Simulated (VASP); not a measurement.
# W3S5: single point with PBE

System: W3S5, a slab with vacuum.

```
W S
1.0
     3.18295    0.00000    0.00000
    -1.59148    2.75652    0.00000
     0.00000    0.00000   28.53222
W S
3 5
Direct
  0.66667 0.33333 0.65929
  0.33333 0.66667 0.88553
  0.33333 0.66667 0.43436
  0.66667 0.33333 0.94019
  0.66667 0.33333 0.48903
  0.33333 0.66667 0.71395
  0.66667 0.33333 0.83085
  0.66667 0.33333 0.37971
```

- Program: VASP 6.6.1
- Task: single point
- Functional: PBE
- Potentials or basis: VASP PAW PBE potentials, release 64 (W_sv, S)
- Cutoff: 520 eV
- k mesh: 12 × 12 × 1
- Occupations: gaussian, width 0.01 eV
- Spin: no spin polarisation

| Quantity | Value |
| --- | --- |
| Largest force | 0.578 eV/Å |
| Band gap on the k mesh | 0.26 eV (least direct gap 0.42 eV) |

Forces on the atoms (eV/Å):
```
W    0.000  0.000  0.493
W    0.000  0.000  0.007
W    0.000  0.000  0.015
S    0.000  0.000  0.268
S    0.000  0.000  0.272
S    0.000  0.000 -0.578
S    0.000  0.000 -0.206
S    0.000  0.000 -0.271
```

Levels at points of the mesh, in eV from the valence-band top:
| k point | band 32 | band 33 | band 34 | band 35 | band 36 | band 37 | band 38 | band 39 | band 40 | band 41 |
| --- | --- | --- | --- | --- | --- | --- | --- | --- | --- | --- |
| (0.00, 0.00, 0.00) | -2.09 | -1.06 | -0.76 | -0.50 | -0.02 | 0.40 | 0.40 | 1.96 | 1.96 | 2.14 |
| (0.50, 0.00, 0.00) | -1.86 | -1.74 | -1.52 | -1.35 | 0.00 | 1.51 | 1.91 | 2.37 | 2.41 | 2.71 |

Run time: 5 min on 1 thread of Intel(R) Xeon(R) Platinum 8488C (Sapphire Rapids) (shared host), peak memory 0.43 GiB.

Caveat: spin-orbit coupling is left out, which moves the levels of the heavy elements.
